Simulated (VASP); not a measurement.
Runs of VASP 6.6.1 on Al. The structure is that of space group I4/mmm (No. 139), or close to it. The cells are those of the table. 

```tsv
cell	gap on the mesh (eV)	pressure (GPa)
a = 2.787, b = 2.787, c = 3.304 Å, angles 53.6, 53.6, 72.7°, 1 atom	none	(a)
a = 3.188, b = 3.188, c = 2.500 Å, angles 66.9, 66.9, 46.2°, 1 atom	none	12.4
a = 2.828, b = 2.828, c = 2.943 Å, angles 58.6, 58.6, 62.7°, 1 atom	none	0.0
a = 2.804, b = 2.804, c = 3.022 Å, angles 57.4, 57.4, 65.2°, 1 atom	none	0.7
a = 2.789, b = 2.789, c = 3.109 Å, angles 56.1, 56.1, 67.8°, 1 atom	none	1.3
a = 3.042, b = 3.042, c = 2.623 Å, angles 64.5, 64.5, 51.1°, 1 atom	none	5.0
a = 2.975, b = 2.975, c = 2.694 Å, angles 63.1, 63.1, 53.8°, 1 atom	none	(b)
a = 3.123, b = 3.123, c = 2.550 Å, angles 65.9, 65.9, 48.2°, 1 atom	none	9.0
a = 2.915, b = 2.915, c = 2.773 Å, angles 61.6, 61.6, 56.8°, 1 atom	none	0.2
```

Alike in all rows: task single point; level PBE; potentials or basis VASP PAW PBE potentials, release 64 (Al); no spin polarisation; k mesh 22 × 22 × 22; cutoff (eV) 520; smearing gaussian 0.15 eV.

Task: Estimate the missing entries.

Result: (a) 1.4; (b) 2.2.

A gap of «none» marks levels without a gap at the run's occupations.
